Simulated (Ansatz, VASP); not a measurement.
LiH: VASP beside Ansatz

POSCAR

```
LiH
1.0
   -0.0520293695      2.1574463007      2.1574463007
    2.1574463007     -0.0520293695      2.1574463007
    2.1574463007      2.1574463007     -0.0520293695
Li H
1 1
Direct
   -0.0018455116     -0.0018455116     -0.0018455116
    0.2518455116      0.2518455116      0.2518455116
```

INCAR.step1

```
ALGO = Normal
EDIFF = 1E-4
ENCUT = 520
GGA = PE
ISMEAR = 0
LASPH = T
LCHARG = F
LREAL = F
LWAVE = T
NBANDS = 9
NELM = 60
PREC = Accurate
SIGMA = 0.01
```

Contents of INCAR.step2:

```
ALGO = Normal
EDIFF = 1E-6
ENCUT = 520
ISIF = 2
ISMEAR = 0
ISTART = 1
LASPH = T
LCHARG = F
LMIXTAU = T
LREAL = F
LWAVE = F
METAGGA = R2SCAN
NBANDS = 9
NELM = 60
PREC = Accurate
SIGMA = 0.01
```

Contents of KPOINTS:

```
k-points
0
Gamma
  10 10 10
```

Input for Ansatz:

```yaml
crystal:
  lattice:
    - [-0.0520293695, 2.1574463007, 2.1574463007]
    - [2.1574463007, -0.0520293695, 2.1574463007]
    - [2.1574463007, 2.1574463007, -0.0520293695]
  atoms:
    - { symbol: Li, position: [-0.0018455116, -0.0018455116, -0.0018455116] }
    - { symbol: H, position: [0.2518455116, 0.2518455116, 0.2518455116] }
kpoints:
  mp_grid: { grid: [10, 10, 10] }
  band_path:
    path:
      - [0.0, 0.0, 0.0]
      - [-0.5, -0.5, 0.0]
      - [-0.375, -0.375, 0.25]
      - [-0.375, 0.0, 0.375]
      - [0.0, 0.0, 0.5]
      - [-0.5, -0.25, 0.25]
      - [-0.15, -0.075, 0.425]
      - [0.260417, -0.5, -0.265625]
    npoints: 1
hamiltonian:
  xc: r2scan
scf:
  occupations: { method: fixed }
  n_extra_bands: 4
output:
  forces: true
  stress: true
  eigenvalues: true
```

Change from the starting cell: epitaxial_111 strain +3.0%.

Alike in both runs: task single point; functional r2SCAN; k mesh 10 × 10 × 10; no spin polarisation.

|  | VASP | Ansatz |
| --- | --- | --- |
| version | VASP 6.6.1 | Ansatz 0.2.0 |
| potentials or method | VASP PAW PBE potentials, release 64 (Li_sv, H) | plane waves, PAW |
| plane-wave cutoff (eV) | 520 | 500 |
| occupations | gaussian, width 0.01 eV | fixed |
| valence electrons in the cell | 4 | 4 |

```csv
,VASP,Ansatz,Ansatz less VASP
gap on the k mesh at the Fermi level (eV),4.69,4.62,-0.071
rms of the force components (eV/Å),0.007,0.000,-0.0065
```

VASP's potentials were made for PBE, not for r2SCAN. Atom by atom the forces differ by 0.007 eV/Å (rms over components).

Noted on VASP's run: the cutoff is short for stress, so the pressure is rough.
